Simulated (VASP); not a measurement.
# Ca (Im-3m) in VASP: further runs

The runs below take Ca through single point, with PBE.

Everything below comes from runs of VASP 6.6.1. Logs are shortened: lines on timing, memory, paths and dates and some standing lists are left out, and cuts for length are marked.

## Step 1: The cell of the first run

The structure is cubic, space group Im-3m (No. 229). Conventional cell: a = 4.442 Å, b = 4.442 Å, c = 4.442 Å, α = 90.00°, β = 90.00°, γ = 90.00°. Ca (site symmetry m-3m) has 14 Ca at 3.85 to 4.44 Å within 5.1 Å.

This isn't the form of Ca at room conditions, which is fcc.

## Step 2: Single point, PBE (43.83 Å³/atom)

INCAR

```
ALGO = Normal
EDIFF = 1E-7
ENCUT = 520
GGA = PE
ISIF = 2
ISMEAR = -1
LASPH = T
LCHARG = F
LREAL = F
LWAVE = F
NBANDS = 11
NELM = 100
PREC = Accurate
SIGMA = 0.1
```

KPOINTS

```
k-points
0
Gamma
  17 17 17
```

POSCAR

```
Ca
1.0
   -2.2210477553      2.2210477553      2.2210477553
    2.2210477553     -2.2210477553      2.2210477553
    2.2210477553      2.2210477553     -2.2210477553
Ca
1
Direct
    0.0000000000      0.0000000000      0.0000000000
```

Potentials or basis: VASP PAW PBE potentials, release 64 (Ca_sv).

On the command line:

```
cat potpaw_PBE.64/Ca_sv/POTCAR > POTCAR
mpirun -np 1 vasp_std > vasp.out
```

OUTCAR:

```text
EDIFF = 1E-7
   ENCUT = 520
   GGA = PE
   ISIF = 2
   ISMEAR = -1
   LASPH = T
   LREAL = F
   NELM = 100
   PREC = Accurate

 ion  position               nearest neighbor table
   1  0.000  0.000  0.000-

  LATTYP: Found a body centered cubic cell.
 ALAT       =     4.4420955106

  Lattice vectors:

 A1 = (  -2.2210477553,   2.2210477553,   2.2210477553)
 A2 = (   2.2210477553,  -2.2210477553,   2.2210477553)
 A3 = (   2.2210477553,   2.2210477553,  -2.2210477553)

Analysis of symmetry for initial positions (statically):
=====================================================================
 Subroutine PRICEL returns:
 Original cell was already a primitive cell.

 Routine SETGRP: Setting up the symmetry group for a
 body centered cubic supercell.

 Subroutine GETGRP returns: Found 48 space group operations
 (whereof 48 operations were pure point group operations)
 out of a pool of 48 trial point group operations.

The static configuration has the point symmetry O_h .

Analysis of symmetry for dynamics (positions and initial velocities):
=====================================================================
 Subroutine PRICEL returns:
 Original cell was already a primitive cell.

 Routine SETGRP: Setting up the symmetry group for a
 body centered cubic supercell.

 Subroutine GETGRP returns: Found 48 space group operations
 (whereof 48 operations were pure point group operations)
 out of a pool of 48 trial point group operations.

The dynamic configuration has the point symmetry O_h .

 Subroutine INISYM returns: Found 48 space group operations
 (whereof 48 operations are pure point group operations),
 and found     1 'primitive' translations

----------------------------------------------------------------------------------------

                                     Primitive cell

  volume of cell :      43.8262

  direct lattice vectors                    reciprocal lattice vectors
    -2.221047755  2.221047755  2.221047755     0.000000000  0.225118978  0.225118978
     2.221047755 -2.221047755  2.221047755     0.225118978  0.000000000  0.225118978
     2.221047755  2.221047755 -2.221047755     0.225118978  0.225118978  0.000000000

  length of vectors
     3.846967558  3.846967558  3.846967558     0.318366311  0.318366311  0.318366311

  position of ions in fractional coordinates (direct lattice)
     0.000000000  0.000000000  0.000000000

  ion indices of the primitive-cell ions
   primitive index   ion index
                 1           1

----------------------------------------------------------------------------------------

 KPOINTS: k-points

Automatic generation of k-mesh.
 Grid dimensions read from file:
 generate k-points for:   17   17   17

 Generating k-lattice:

  Cartesian coordinates                     Fractional coordinates (reciprocal lattice)
     0.000000000  0.013242293  0.013242293     0.058823529  0.000000000  0.000000000
     0.013242293  0.000000000  0.013242293     0.000000000  0.058823529  0.000000000
     0.013242293  0.013242293  0.000000000     0.000000000  0.000000000  0.058823529

  Length of vectors
     0.018727430  0.018727430  0.018727430

  Shift w.r.t. Gamma in fractional coordinates (k-lattice)
     0.000000000  0.000000000  0.000000000

 Subroutine IBZKPT returns following result:
 ===========================================

 Found    165 irreducible k-points:

 Following reciprocal coordinates:
            Coordinates               Weight
  0.000000  0.000000  0.000000      1.000000
  0.058824  0.000000  0.000000     12.000000
  0.117647  0.000000  0.000000     12.000000
  0.176471  0.000000  0.000000     12.000000
  0.235294  0.000000  0.000000     12.000000
  0.294118  0.000000  0.000000     12.000000
[... 16 lines left out ...]
  0.411765  0.117647  0.000000     48.000000
  0.176471  0.176471  0.000000     24.000000
 [... further k-points ...]
   k-points           NKPTS =    165   k-points in BZ     NKDIM =    165   number of bands    NBANDS=     11
   number of dos      NEDOS =    301   number of ions     NIONS =      1
   total plane-waves  NPLWV =  27000
   dimension x,y,z NGX =    30 NGY =   30 NGZ =   30
   dimension x,y,z NGXF=    60 NGYF=   60 NGZF=   60
   ions per type =               1
   NGX,Y,Z   is equivalent  to a cutoff of  12.96, 12.96, 12.96 a.u.
   NGXF,Y,Z  is equivalent  to a cutoff of  25.93, 25.93, 25.93 a.u.
 SYSTEM =  unknown system
   PREC   = accura    normal or accurate (medium, high low for compatibility)
   ISTART =      0    job   : 0-new  1-cont  2-samecut
   ICHARG =      2    charge: 1-file 2-atom 10-const
   ISPIN  =      1    spin polarized calculation?
   LNONCOLLINEAR =      F non collinear calculations
   LSORBIT =      F    spin-orbit coupling
   LASPH  =      T    aspherical Exc in radial PAW
   ENCUT  =  520.0 eV  38.22 Ry    6.18 a.u.   7.15  7.15  7.15*2*pi/ulx,y,z
   NELM   =    100;   NELMIN=  2; NELMDL= -5     # of ELM steps
   EDIFF  = 0.1E-06   stopping-criterion for ELM
   LREAL  =      F    real-space projection
   EDIFFG = 0.1E-05   stopping-criterion for IOM
   NSW    =      0    number of steps for IOM
   IBRION =     -1    ionic relax: 0-MD 1-quasi-New 2-CG
   NFREE  =      0    steps in history (QN), initial steepest desc. (CG)
   ISIF   =      2    stress and relaxation
   ISYM   =      2    0-nonsym 1-usesym 2-fastsym
   POTIM  = 0.5000    time-step for ionic-motion
   TEBEG  =    0.0;   TEEND  =   0.0 temperature during run
   PSTRESS=    0.0 pullay stress
   NELECT =      10.0000    total number of electrons
   NUPDOWN=      -1.0000    fix difference up-down
   EMIN   =  10.00;   EMAX   =-10.00  energy-range for DOS
   EFERMI =   0.00;   METHOD = LEGACY
   ISMEAR =    -1;   SIGMA  =   0.10  broadening in eV -4-tet -1-fermi 0-gaus
   EFERMI_NEDOS =   21; number of points for ismear=-14 and -15
   IALGO  =     38    algorithm
   IMIX   =      4    mixing-type and parameters
     AMIX     =   0.40;   BMIX     =  1.00
     AMIX_MAG =   1.60;   BMIX_MAG =  1.00
  volume/ion in A,a.u.               =      43.83       295.75
  Fermi-wavevector in a.u.,A,eV,Ry     =   1.000377  1.890438 13.616081  1.000754
  Thomas-Fermi vector in A             =   2.132729
   LORBIT       =      0    0 simple, 1 ext, 2 COOP (PROOUT), +10 PAW based schemes
   GGA     = PE    functional components
   LHFCALC =     F    Hartree Fock is set to
   AEXX    =    0.0000 exact exchange contribution
   IVDW    =     0    specifies the selected vdW correction
   LEPSILON=     F    determine dielectric tensor
   LRPA    =     F    only Hartree local field effects (RPA)
 non-spin polarized calculation
  energy-cutoff  :      520.00
  volume of cell :       43.83
 maximum number of plane-waves:      1205
 NGX is ok and might be reduce to    30
   NGX = 15   NGY = 15   NGZ = 15

 number of electron      10.0000003 magnetization

 Free energy of the ion-electron system (eV)
  ---------------------------------------------------
  ext. energy  EPLUGINS =         0.00000000
  ---------------------------------------------------
  free energy    TOTEN  =        -1.93552472 eV

  energy without entropy =       -1.88724559  energy(sigma->0) =       -1.91138516

 E-fermi :   1.8437     XC(G=0):  -7.6185

 val. band max:        1.8380674706   @ k =  -0.3529  -0.4118   0.1176
 cond. band min:       1.8458105645   @ k =   0.4118   0.1765   0.0000
 fundamental gap:      0.0077430939
 Fermi energy:         1.8437469412

 k-point     1 :       0.0000    0.0000    0.0000
  band No.  band energies     occupation
      1     -40.2835      2.00000
      2     -21.2038      2.00000
      3     -21.2038      2.00000
      4     -21.2038      2.00000
      5      -2.1398      2.00000
      6       4.1043      0.00000
      7       4.1043      0.00000
      8       4.1043      0.00000
      9       5.1187      0.00000
     10       5.1187      0.00000
     11      11.8719      0.00000

 k-point     2 :       0.0588    0.0000    0.0000
  band No.  band energies     occupation
      1     -40.2831      2.00000
      2     -21.2079      2.00000
      3     -21.2052      2.00000
      4     -21.2037      2.00000
      5      -2.0790      2.00000
      6       4.0665      0.00000
      7       4.0827      0.00000
      8       4.1496      0.00000
      9       5.0720      0.00000
     10       5.1196      0.00000
     11      11.7948      0.00000

 k-point     3 :       0.1176    0.0000    0.0000
  band No.  band energies     occupation
      1     -40.2819      2.00000
      2     -21.2199      2.00000
      3     -21.2092      2.00000
      4     -21.2037      2.00000
      5      -1.8984      2.00000
      6       3.9616      0.00000
      7       3.9935      0.00000
      8       4.2836      0.00000
      9       4.9755      0.00000
     10       5.1247      0.00000
     11      11.4314      0.00000

 k-point     4 :       0.1765    0.0000    0.0000
  band No.  band energies     occupation
      1     -40.2801      2.00000
      2     -21.2380      2.00000
      3     -21.2153      2.00000
      4     -21.2036      2.00000
      5      -1.6041      2.00000
      6       3.7908      0.00000
      7       3.8114      0.00000
      8       4.5012      0.00000
      9       4.9175      0.00000
     10       5.1396      0.00000
     11      10.6531      0.00000
[... 239 lines left out ...]
 k-point    22 :       0.3529    0.1176    0.0000
  band No.  band energies     occupation
      1     -40.2715      2.00000
      2     -21.3130      2.00000
      3     -21.2460      2.00000
      4     -21.2093      2.00000
      5       0.5474      2.00000
      6       2.3017      0.02032
      7       3.1647      0.00000
      8       4.9756      0.00000
      9       5.3540      0.00000
     10       5.9489      0.00000
     11       7.2161      0.00000

 k-point    23 :       0.4118    0.1176    0.0000
  band No.  band energies     occupation
      1     -40.2708      2.00000
      2     -21.3195      2.00000
      3     -21.2494      2.00000
      4     -21.2094      2.00000
      5       1.0459      1.99931
      6       1.9105      0.67831
      7       3.1139      0.00001
      8       4.9682      0.00000
      9       5.3841      0.00000
     10       6.1664      0.00000
     11       6.8989      0.00000

 k-point    24 :       0.1765    0.1765    0.0000
  band No.  band energies     occupation
      1     -40.2751      2.00000
      2     -21.2812      2.00000
      3     -21.2297      2.00000
      4     -21.2114      2.00000
      5      -0.6097      2.00000
      6       3.1428      0.00000
      7       3.3877      0.00000
      8       4.8350      0.00000
      9       5.2182      0.00000
     10       5.3216      0.00000
     11       8.9094      0.00000

 [... further k-points ...]

------------------------ aborting loop because EDIFF is reached ----------------------------------------

  FORCE on cell =-STRESS in cart. coord.  units (eV):
  Direction    XX          YY          ZZ          XY          YZ          ZX
  --------------------------------------------------------------------------------------
  -------------------------------------------------------------------------------------
  Total       -0.1662905     -0.1662905     -0.1662905      0.0000000     -0.0000000      0.0000000
  in kB       -6.0791704     -6.0791704     -6.0791704      0.0000000     -0.0000000      0.0000000
  external PRESSURE =      -6.0791704 kB  Pullay stress =       0.0000000 kB

 VOLUME and BASIS-vectors are now :
 -----------------------------------------------------------------------------
  energy-cutoff  :      520.00
  volume of cell :       43.83
      direct lattice vectors                 reciprocal lattice vectors
    -2.221047755  2.221047755  2.221047755     0.000000000  0.225118978  0.225118978
     2.221047755 -2.221047755  2.221047755     0.225118978  0.000000000  0.225118978
     2.221047755  2.221047755 -2.221047755     0.225118978  0.225118978  0.000000000

 POSITION                                       TOTAL-FORCE (eV/Angst)
 -----------------------------------------------------------------------------------
      0.00000      0.00000      0.00000        -0.000000     -0.000000      0.000000
 -----------------------------------------------------------------------------------
    total drift:                               -0.000000     -0.000000      0.000000

  FREE ENERGIE OF THE ION-ELECTRON SYSTEM (eV)
  ---------------------------------------------------
  free  energy   TOTEN  =        -1.9355247231 eV

  energy  without entropy=       -1.8872455932  energy(sigma->0) =       -1.91138516
```

It took 50 s on 1 thread of Intel Xeon Platinum 8488C (Sapphire Rapids), shared host; peak memory 0.22 GiB.

Results:

```
Free energy            : -1.9355 eV
Pressure               : -0.6 GPa
Band gap on the k mesh : zero (bands 5 and 6 overlap by 0.27 eV)
```

## Step 3: Single point, PBE (45.51 Å³/atom)

This run uses another cell than the first one, of 45.51 Å³/atom.

INCAR

```
SYSTEM = Ca
ALGO     = Normal         ! electronic algorithm
EDIFF    = 1E-6           ! SCF threshold, eV
ENCUT    = 520            ! plane-wave cutoff, eV
GGA      = PE             ! functional
ISIF     = 2              ! what is computed and relaxed
ISMEAR   = -1             ! smearing method
LASPH    = .TRUE.         ! aspherical terms in the spheres
LCHARG   = .FALSE.        ! write CHGCAR
LREAL    = .FALSE.        ! projectors in reciprocal space
LWAVE    = .FALSE.        ! write WAVECAR
NBANDS   = 11             ! bands
NELM     = 60             ! most SCF steps
PREC     = Accurate       ! precision mode
SIGMA    = 0.1            ! smearing width, eV
```

KPOINTS

```
k-points
0
G
  17 17 17
  0 0 0
```

POSCAR

```
Ca
1.0
   -2.2491652687      2.2491652687      2.2491652687
    2.2491652687     -2.2491652687      2.2491652687
    2.2491652687      2.2491652687     -2.2491652687
Ca
1
Direct
    0.0000000000      0.0000000000      0.0000000000
```

Potentials or basis: VASP PAW PBE potentials, release 64 (Ca_sv).

On the command line:

```
cat potpaw_PBE.64/Ca_sv/POTCAR > POTCAR
mpirun -np 1 vasp_std > vasp.out
```

Wall time 40 s (1 thread of Intel Xeon Platinum 8488C (Sapphire Rapids), shared host); peak memory 0.22 GiB.

Results (log left out):

| Quantity | Value |
| --- | --- |
| Free energy | -1.9265 eV |
| Pressure | -1.1 GPa |
| Band gap on the k mesh | zero (bands 5 and 6 overlap by 0.29 eV) |

Levels at points of the mesh, in eV from the Fermi level:
```csv
k point,band 1,band 2,band 3,band 4,band 5,band 6,band 7,band 8,band 9,band 10
"(0.00, 0.00, 0.00)",-42.22,-23.14,-23.14,-23.14,-3.91,2.21,2.21,2.21,3.18,3.18
```

## Step 4: Single point, PBE (47.20 Å³/atom)

This run uses another cell than the first one, of 47.20 Å³/atom.

INCAR

```
PREC = Accurate
ENCUT = 520
EDIFF = 1E-6
ISMEAR = -1
SIGMA = 0.1
LREAL = F
LASPH = T
NELM = 100
ALGO = Normal
ISIF = 2
LWAVE = F
LCHARG = F
GGA = PE
NBANDS = 11
```

KPOINTS

```
regular mesh
0
Gamma
  17 17 17
```

POSCAR

```
Ca
1.0
   -2.2765968170      2.2765968170      2.2765968170
    2.2765968170     -2.2765968170      2.2765968170
    2.2765968170      2.2765968170     -2.2765968170
Ca
1
Direct
    0.0000000000      0.0000000000      0.0000000000
```

On the command line:

```
cat potpaw_PBE.64/Ca_sv/POTCAR > POTCAR
mpirun -np 1 vasp_std > vasp.out
```

Wall time 40 s (1 thread of Intel Xeon Platinum 8488C (Sapphire Rapids), shared host); peak memory 0.22 GiB.

Results (log left out):

- Free energy: -1.9123 eV
- Pressure: -1.6 GPa
- Band gap on the k mesh: zero (bands 5 and 6 overlap by 0.30 eV)

Levels at points of the mesh, in eV from the Fermi level:
```tsv
k point	band 3	band 4	band 5	band 6	band 7	band 8
(0.00, 0.00, 0.00)	-23.23	-23.23	-3.85	2.15	2.15	2.15
```

## Step 5: Overview

```tsv
cell	gap on the mesh (eV)	pressure (GPa)
a = 3.847 Å, angles 109.5°, 1 atom	none	-0.6
a = 3.896 Å, angles 109.5°, 1 atom	none	-1.1
a = 3.943 Å, angles 109.5°, 1 atom	none	-1.6
```

Alike in all rows: task single point; level PBE; potentials or basis VASP PAW PBE potentials, release 64 (Ca_sv); no spin polarisation; k mesh 17 × 17 × 17; cutoff (eV) 520; smearing fermi-dirac 0.1 eV.

Absolute energies hang on the potentials; compare differences alone.
